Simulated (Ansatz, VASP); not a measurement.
Two plane-wave programs on CdTe4

```xyz
5
Lattice="5.5560 0.0000 0.0000 0.0000 5.5560 0.0000 0.0000 0.0000 5.5560" Properties=species:S:1:pos:R:3 pbc="T T T"
Cd    0.0000    0.0000    0.0000
Te    2.7780    0.0000    0.0000
Te    0.0000    2.7780    0.0000
Te    0.0000    0.0000    2.7780
Te    2.7780    2.7780    2.7780
```

Alike in both runs: task relaxation of cell and atoms; functional PBE; k mesh 8 × 8 × 8; occupations gaussian, width 0.1 eV; no spin polarisation.

|  | VASP | Ansatz |
| --- | --- | --- |
| version | VASP 6.6.1 | Ansatz 0.2.0 |
| potentials or method | VASP PAW PBE potentials, release 64 (Cd, Te), cutoff 600 eV | scalar-relativistic, plane waves, PAW |
| valence electrons in the cell | 36 | 84 |

VASP gave:

- gap on the k mesh at the Fermi level, each at its own relaxed structure (eV): none
- relaxed volume (Å³/atom): 34.38
- relaxed cell length with the largest relative difference (Å): 5.560

Task: What did Ansatz give for the same quantities?

Result: gap on the k mesh at the Fermi level, each at its own relaxed structure (eV): none; relaxed volume (Å³/atom): 34.30; relaxed cell length with the largest relative difference (Å): 5.556.

A gap of «none» marks a metal or a gap that the smearing closes. VASP's potentials hold 36 valence electrons a cell and Ansatz's 84, so a difference there can come from the potentials and not from the codes.

Neither program's run includes spin-orbit coupling.
